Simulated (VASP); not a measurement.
AlN:

```
Al N
1.0
     0.00000    2.01887    2.01887
     2.01887    0.00000    2.01887
     2.01887    2.01887    0.00000
Al N
1 1
Direct
  0.00000 0.00000 0.00000
  0.50000 0.50000 0.50000
```

Program: VASP 6.6.1. Alike in all runs: task single point; no spin polarisation; cell as given; cutoff (eV) 520; smearing gaussian 0.01 eV.

**Question.** Order these runs on this cell by their pressure, lowest first.
A. level PBE; potentials or basis VASP PAW PBE potentials, release 64 (Al, N); k mesh 6 × 6 × 6
B. level PBEsol; potentials or basis VASP PAW PBE potentials, release 64 (Al, N); k mesh 6 × 6 × 6
C. level r2SCAN; potentials or basis VASP PAW PBE potentials, release 64 (Al, N); k mesh 8 × 8 × 8
D. level LDA; potentials or basis VASP PAW LDA potentials, release 64 (Al, N); k mesh 6 × 6 × 6

**Answer.** D (-4.7 GPa), C (-0.8 GPa), B (1.4 GPa), A (6.1 GPa).

Caveats: some runs use coarse meshes; the PAW data sets were made with another functional, which shifts forces and pressure a little (some runs).
